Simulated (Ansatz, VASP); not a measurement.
# CdSe: VASP beside Ansatz

```xyz
2
Lattice="0.0000 3.0018 3.0018 3.0018 0.0000 3.0018 3.0839 3.0839 -0.0821" Properties=species:S:1:pos:R:3 pbc="T T T"
Cd    0.0000    0.0000    0.0000
Se    4.5643    4.5643    4.4412
```

Alike in both runs: task single point; functional PBE; k mesh 10 × 10 × 10; occupations gaussian, width 0.05 eV; no spin polarisation.

```csv
,VASP,Ansatz
version,VASP 6.6.1,Ansatz 0.2.0
potentials or method,"VASP PAW PBE potentials, release 64 (Cd, Se), cutoff 520 eV","scalar-relativistic, plane waves, PAW"
valence electrons in the cell,18,36
```

```csv
,VASP,Ansatz,Ansatz less VASP
gap on the k mesh at the Fermi level (eV),0.57,0.57,+0.001
least direct gap on the mesh (eV),0.57,0.57,+0.001
pressure (GPa),3.2,2.9,-0.33
"traceless stress, the component that is largest in VASP (GPa)",-1.21,-1.18,+0.029
rms of the force components (eV/Å),0.167,0.160,-0.0069
```

Atom by atom the forces differ by 0.007 eV/Å (rms over components). VASP's potentials hold 18 valence electrons a cell and Ansatz's 36, so a difference there can come from the potentials and not from the codes.
